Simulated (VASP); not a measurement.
# TiH: single point with LDA

The system is TiH.

```
Ti H
1.0
     0.00000    2.34572    1.65843
     2.34572    0.00000    1.65843
     2.34572    2.34572    0.00000
Ti H
1 1
Direct
  0.00000 0.00000 0.00000
  0.50000 0.50000 0.50000
```

This cell differs from its parent crystal: ratio of the length along z to the lengths across it x 0.707, volume and fractional coordinates fixed.

```json
{
  "Program": "VASP 6.6.1",
  "Task": "single point",
  "Functional": "LDA",
  "Potentials or basis": "VASP PAW LDA potentials, release 64 (Ti_sv, H)",
  "Cutoff": "520 eV",
  "k mesh": "22 × 22 × 22",
  "Occupations": "gaussian, width 0.15 eV",
  "Spin": "no spin polarisation",
  "Dipole correction": "no",
  "Further INCAR settings": "ALGO = Normal; EDIFF = 1e-07; NBANDS = 14"
}
```

```
Pressure               : 4.0 GPa
Band gap on the k mesh : zero (an odd number of electrons rules out a gap without spin polarisation)
```

Stress tensor (GPa, compression positive):
```
-15.15   0.00   0.00
  0.00 -15.15   0.00
  0.00   0.00  42.32
```

Levels at points of the mesh, in eV from the Fermi level:
```
           k point  band 3  band 4  band 5  band 6  band 7  band 8  band 9  band 10  band 11  band 12
(0.00, 0.00, 0.00)  -32.05  -32.05   -8.90    0.85    0.85    0.85    0.87     2.67    13.98    15.03
(0.50, 0.00, 0.00)  -32.25  -32.11   -3.85   -2.69   -0.68    2.20    2.75     4.10     7.98     8.72
(0.50, 0.50, 0.00)  -32.48  -32.48   -6.66   -2.00    3.73    3.73    3.75     6.92     6.92     7.45
(0.50, 0.00, 0.50)  -32.33  -32.06   -6.86   -0.47    0.51    1.96    2.97     4.08     6.77    11.87
```

Wall time 6 min on 1 thread of Intel Xeon 8259CL, with other jobs on the host, peak memory 0.33 GiB.

Caveat: the cell stands under pressure.
